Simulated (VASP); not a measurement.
# BeTe (F-43m) in VASP: a series of runs

The runs below take BeTe through single point, relaxation of the atoms, with r2SCAN.

Everything below comes from runs of VASP 6.6.1. Logs are shortened: lines on timing, memory, paths and dates and some standing lists are left out, and cuts for length are marked.

### Step 1. The cell of the first run

It takes space group F-43m (No. 216, cubic). The conventional cell has a = 5.657 Å, b = 5.657 Å, c = 5.657 Å, α = 90.00°, β = 90.00°, γ = 90.00°. Within 3.2 Å of Be (site symmetry -43m) lie 4 Te at 2.45 Å. Te (site symmetry -43m) has 4 Be at 2.45 Å within 3.2 Å.

### Step 2. Single point, r2SCAN, non-collinear spin, zero start, spin-orbit coupling

The input, POSCAR:

```
BeTe
1.0
    0.0000000000      2.8284401600      2.8284401600
    2.8284401600      0.0000000000      2.8284401600
    2.8284401600      2.8284401600      0.0000000000
Be Te
1 1
Direct
    0.0000000000      0.0000000000      0.0000000000
    0.2500000000      0.2500000000      0.2500000000
```

The input, INCAR.step1:

```
SYSTEM = BeTe
  ALGO = Normal
  EDIFF = 1E-4
  ENCUT = 520
  GGA = PE
  GGA_COMPAT = .False.
  ISMEAR = -1
  LASPH = .True.
  LCHARG = .False.
  LREAL = .False.
  LSORBIT = .True.
  LWAVE = .True.
  MAGMOM = 0 0 0 0 0 0
  NBANDS = 20
  NELM = 150
  PREC = Accurate
  SIGMA = 0.02
```

The input, INCAR.step2:

```
SYSTEM = BeTe
  ALGO = Normal
  EDIFF = 1E-6
  ENCUT = 520
  GGA_COMPAT = .False.
  ISIF = 2
  ISMEAR = -1
  ISTART = 1
  LASPH = .True.
  LCHARG = .False.
  LMIXTAU = .True.
  LORBIT = 11
  LORBMOM = .True.
  LREAL = .False.
  LSORBIT = .True.
  LWAVE = .False.
  MAGMOM = 0 0 0 0 0 0
  METAGGA = R2SCAN
  NBANDS = 20
  NELM = 150
  PREC = Accurate
  SIGMA = 0.02
```

The input, KPOINTS:

```
k-points
0
Gamma
  8 8 8
  0 0 0
```

Potentials or basis: VASP PAW PBE potentials, release 64 (Be, Te).

Started as:

```
$ cat potpaw_PBE.64/Be/POTCAR potpaw_PBE.64/Te/POTCAR > POTCAR
$ cp INCAR.step1 INCAR
$ mpirun -np 1 vasp_ncl > vasp.out
$ cp INCAR.step2 INCAR
$ mpirun -np 1 vasp_ncl > vasp.out
```

OUTCAR:

```text
SYSTEM = BeTe
   EDIFF = 1E-6
   ENCUT = 520
   ISIF = 2
   ISMEAR = -1
   ISTART = 1
   LASPH = .True.
   LORBIT = 11
   LREAL = .False.
   LSORBIT = .True.
   METAGGA = R2SCAN
   NELM = 150
   PREC = Accurate

 ion  position               nearest neighbor table
   1  0.000  0.000  0.000-   2 2.45   2 2.45   2 2.45   2 2.45
   2  0.250  0.250  0.250-   1 2.45   1 2.45   1 2.45   1 2.45

  LATTYP: Found a face centered cubic cell.
 ALAT       =     5.6568803200

  Lattice vectors:

 A1 = (   0.0000000000,   2.8284401600,   2.8284401600)
 A2 = (   2.8284401600,   0.0000000000,   2.8284401600)
 A3 = (   2.8284401600,   2.8284401600,   0.0000000000)

Analysis of symmetry for initial positions (statically):
=====================================================================
 Subroutine PRICEL returns:
 Original cell was already a primitive cell.

 Routine SETGRP: Setting up the symmetry group for a
 face centered cubic supercell.

 Subroutine GETGRP returns: Found 24 space group operations
 (whereof 24 operations were pure point group operations)
 out of a pool of 48 trial point group operations.

The static configuration has the point symmetry T_d .

Analysis of symmetry for dynamics (positions and initial velocities):
=====================================================================
 Subroutine PRICEL returns:
 Original cell was already a primitive cell.

 Routine SETGRP: Setting up the symmetry group for a
 face centered cubic supercell.

 Subroutine GETGRP returns: Found 24 space group operations
 (whereof 24 operations were pure point group operations)
 out of a pool of 48 trial point group operations.

The dynamic configuration has the point symmetry T_d .

Analysis of structural, dynamic, and magnetic symmetry:
=====================================================================
 Subroutine PRICEL returns:
 Original cell was already a primitive cell.

 Routine SETGRP: Setting up the symmetry group for a
 face centered cubic supercell.

 Subroutine GETGRP returns: Found 24 space group operations
 (whereof 24 operations were pure point group operations)
 out of a pool of 48 trial point group operations.

The overall configuration has the point symmetry T_d .

 Subroutine INISYM returns: Found 24 space group operations
 (whereof 24 operations are pure point group operations),
 and found     1 'primitive' translations

----------------------------------------------------------------------------------------

                                     Primitive cell

  volume of cell :      45.2555

  direct lattice vectors                    reciprocal lattice vectors
[... 726 lines left out ...]

  FREE ENERGIE OF THE ION-ELECTRON SYSTEM (eV)
  ---------------------------------------------------
  free  energy   TOTEN  =       -30.7650291385 eV

  energy  without entropy=      -30.7650291385  energy(sigma->0) =      -30.76502914

 orbital moment (x)

 # of ion     p       d       tot
 ----------------------------------------
  1        -0.000   0.000  -0.000
  2         0.000  -0.000   0.000
 ----------------------------------------
           -0.000  -0.000  -0.000

 orbital moment (y)

 # of ion     p       d       tot
 ----------------------------------------
  1         0.000   0.000   0.000
  2        -0.000  -0.000  -0.000
 ----------------------------------------
           -0.000  -0.000  -0.000

 orbital moment (z)

 # of ion     p       d       tot
 ----------------------------------------
  1        -0.000   0.000  -0.000
  2         0.000   0.000   0.000
 ----------------------------------------
           -0.000   0.000  -0.000

 Spin-Orbit-Coupling matrix elements

 Ion:    1  E_soc:     -0.0000079
 l=   1
     0.0000000    -0.0000013    -0.0000013
    -0.0000013     0.0000000    -0.0000013
    -0.0000013    -0.0000013     0.0000000
 l=   2
     0.0000000     0.0000000     0.0000000     0.0000000     0.0000000
     0.0000000     0.0000000     0.0000000     0.0000000     0.0000000
     0.0000000     0.0000000     0.0000000     0.0000000     0.0000000
     0.0000000     0.0000000     0.0000000     0.0000000     0.0000000
     0.0000000     0.0000000     0.0000000     0.0000000     0.0000000
 l=   3
     0.0000000     0.0000000     0.0000000     0.0000000     0.0000000     0.0000000     0.0000000
     0.0000000     0.0000000     0.0000000     0.0000000     0.0000000     0.0000000     0.0000000
     0.0000000     0.0000000     0.0000000     0.0000000     0.0000000     0.0000000     0.0000000
     0.0000000     0.0000000     0.0000000     0.0000000     0.0000000     0.0000000     0.0000000
     0.0000000     0.0000000     0.0000000     0.0000000     0.0000000     0.0000000     0.0000000
     0.0000000     0.0000000     0.0000000     0.0000000     0.0000000     0.0000000     0.0000000
     0.0000000     0.0000000     0.0000000     0.0000000     0.0000000     0.0000000     0.0000000

 Ion:    2  E_soc:     -0.1621379
 l=   1
     0.0000000    -0.0269023    -0.0269023
    -0.0269023     0.0000000    -0.0269023
    -0.0269023    -0.0269023     0.0000000
 l=   2
     0.0000000    -0.0000531     0.0000000    -0.0000531    -0.0000676
    -0.0000531     0.0000000    -0.0000507    -0.0000531    -0.0000169
     0.0000000    -0.0000507     0.0000000    -0.0000507     0.0000000
    -0.0000531    -0.0000531    -0.0000507     0.0000000    -0.0000169
    -0.0000676    -0.0000169     0.0000000    -0.0000169     0.0000000
 l=   3
     0.0000000     0.0000000     0.0000000     0.0000000     0.0000000     0.0000000     0.0000000
     0.0000000     0.0000000     0.0000000     0.0000000     0.0000000     0.0000000     0.0000000
     0.0000000     0.0000000     0.0000000     0.0000000     0.0000000     0.0000000     0.0000000
     0.0000000     0.0000000     0.0000000     0.0000000     0.0000000     0.0000000     0.0000000
     0.0000000     0.0000000     0.0000000     0.0000000     0.0000000     0.0000000     0.0000000
     0.0000000     0.0000000     0.0000000     0.0000000     0.0000000     0.0000000     0.0000000
     0.0000000     0.0000000     0.0000000     0.0000000     0.0000000     0.0000000     0.0000000

 total charge

# of ion       s       p       d       tot
------------------------------------------
    1        0.364   0.543   0.000   0.907
    2        1.336   2.189   0.033   3.559
--------------------------------------------------
tot          1.701   2.732   0.033   4.466

 magnetization (x)

# of ion       s       p       d       tot
------------------------------------------
    1       -0.000   0.000   0.000  -0.000
    2        0.000   0.000   0.000   0.000
--------------------------------------------------
tot         -0.000   0.000   0.000  -0.000

 magnetization (y)

# of ion       s       p       d       tot
------------------------------------------
    1        0.000  -0.000   0.000  -0.000
    2        0.000   0.000   0.000   0.000
--------------------------------------------------
tot          0.000  -0.000   0.000  -0.000

 magnetization (z)

# of ion       s       p       d       tot
------------------------------------------
    1       -0.000   0.000   0.000  -0.000
    2        0.000  -0.000   0.000  -0.000
--------------------------------------------------
tot         -0.000  -0.000   0.000  -0.000
```

OUTCAR.step1:

```text
SYSTEM = BeTe
   EDIFF = 1E-4
   ENCUT = 520
   GGA = PE
   ISMEAR = -1
[... 840 lines left out ...]
     0.0000000     0.0000000     0.0000000     0.0000000     0.0000000     0.0000000     0.0000000
     0.0000000     0.0000000     0.0000000     0.0000000     0.0000000     0.0000000     0.0000000
     0.0000000     0.0000000     0.0000000     0.0000000     0.0000000     0.0000000     0.0000000
     0.0000000     0.0000000     0.0000000     0.0000000     0.0000000     0.0000000     0.0000000
     0.0000000     0.0000000     0.0000000     0.0000000     0.0000000     0.0000000     0.0000000
     0.0000000     0.0000000     0.0000000     0.0000000     0.0000000     0.0000000     0.0000000

=======================================================================

 ========================================================
```

OSZICAR.step1:

```text
N       E                     dE             d eps       ncg     rms          rms(c)
DAV:   1     0.227455337576E+02    0.22746E+02   -0.28339E+03  1720   0.647E+02
DAV:   2    -0.600634198904E+01   -0.28752E+02   -0.26500E+02  2276   0.111E+02
DAV:   3    -0.780409492738E+01   -0.17978E+01   -0.17795E+01  2284   0.286E+01
DAV:   4    -0.783277245917E+01   -0.28678E-01   -0.28667E-01  2212   0.399E+00
DAV:   5    -0.783332552599E+01   -0.55307E-03   -0.55305E-03  2160   0.524E-01    0.496E+00
DAV:   6    -0.773775099096E+01    0.95575E-01   -0.36588E-02  2088   0.147E+00    0.302E+00
DAV:   7    -0.771004784697E+01    0.27703E-01   -0.30215E-02  2172   0.117E+00    0.189E+00
DAV:   8    -0.770915822114E+01    0.88963E-03   -0.53081E-03  2292   0.482E-01    0.284E-01
DAV:   9    -0.770951024320E+01   -0.35202E-03   -0.12504E-03  2024   0.263E-01    0.492E-02
DAV:  10    -0.770965883111E+01   -0.14859E-03   -0.14793E-04  2000   0.830E-02    0.198E-02
DAV:  11    -0.770968569866E+01   -0.26868E-04   -0.23791E-05  1652   0.330E-02
   1 F= -.77096857E+01 E0= -.77096857E+01  d E =-.874430E-11  mag=     0.0000     0.0000    -0.0000
```

Wall time 7.3 min (1 thread of Intel Xeon Platinum 8259CL at 2.50GHz (Skylake/Cascade Lake), shared host); peak memory 0.35 GiB.

What came out:

```
Free energy                                           : -30.7650 eV
Pressure                                              : 0.2 GPa
Net moment                                            : 0.00 μB per cell
Valence electrons inside the program's atomic spheres : Be 0.91; Te 3.56
```

Moments on the atoms (μB; x, y, z):
```
Be  0.00 0.00 0.00
Te  0.00 0.00 0.00
```

Caveat: the PAW data sets were made with another functional, which shifts forces and pressure a little.

### Step 3. Relaxation of the atoms, r2SCAN

This run uses another cell than the first one, of 21.27 Å³/atom, 0.940 times its volume.

The input, POSCAR:

```
BeTe
1.0
    0.0000000000      2.7707006900      2.7707006900
    2.7707006900      0.0000000000      2.7707006900
    2.7707006900      2.7707006900      0.0000000000
Be Te
1 1
Direct
    0.0000000000      0.0000000000      0.0000000000
    0.2500000000      0.2500000000      0.2500000000
```

The input, INCAR.step1:

```
  ALGO = Normal
  EDIFF = 1E-4
  ENCUT = 520
  GGA = PE
  ISMEAR = -1
  LASPH = True
  LCHARG = False
  LREAL = False
  LWAVE = True
  NELM = 60
  PREC = Accurate
  SIGMA = 0.02
```

The input, INCAR.step2:

```
  ALGO = Normal
  EDIFF = 1E-6
  EDIFFG = -0.01
  ENCUT = 520
  IBRION = 2
  ISIF = 2
  ISMEAR = -1
  ISTART = 1
  LASPH = True
  LCHARG = False
  LMIXTAU = True
  LREAL = False
  LWAVE = False
  METAGGA = R2SCAN
  NELM = 60
  NSW = 50
  PREC = Accurate
  SIGMA = 0.02
```

The input, KPOINTS:

```
k-points
0
Gamma
  8 8 8
```

Potentials or basis: VASP PAW PBE potentials, release 64 (Be, Te).

Started as:

```
$ cat potpaw_PBE.64/Be/POTCAR potpaw_PBE.64/Te/POTCAR > POTCAR
$ cp INCAR.step1 INCAR
$ mpirun -np 1 vasp_std > vasp.out
$ cp INCAR.step2 INCAR
$ mpirun -np 1 vasp_std > vasp.out
```

It took 36 s on 1 thread of Intel Xeon Platinum 8259CL at 2.50GHz (Skylake/Cascade Lake), shared host; peak memory 0.17 GiB.

The run converged. Its results:

```yaml
Free_energy: -30.6476 eV
Pressure_after_relaxing: 4.4 GPa
Band_gap_on_the_k_mesh: 2.21 eV, indirect (least direct gap 3.96 eV)
```

Final structure:
```
Be Te
1.0
     0.00000    2.77070    2.77070
     2.77070    0.00000    2.77070
     2.77070    2.77070    0.00000
Be Te
1 1
Direct
  0.00000 0.00000 0.00000
  0.25000 0.25000 0.25000
```

Levels at points of the mesh, in eV from the valence-band top:
```csv
k point,band 1,band 2,band 3,band 4,band 5,band 6,band 7,band 8
"(0.00, 0.00, 0.00)",-13.14,0.00,0.00,0.00,3.96,3.96,3.96,4.90
"(0.50, 0.00, 0.00)",-11.56,-6.10,-1.26,-1.26,3.69,4.98,4.98,8.46
"(0.50, 0.50, 0.00)",-10.98,-5.63,-2.94,-2.94,2.21,2.91,10.89,10.89
```

Caveat: the relaxation stopped at its first step, so nothing moved; the PAW data sets were made with another functional, which shifts forces and pressure a little; spin-orbit coupling is left out, which moves the levels of the heavy elements. r2SCAN opens gaps a little over a GGA but as a rule still falls short of measured ones.
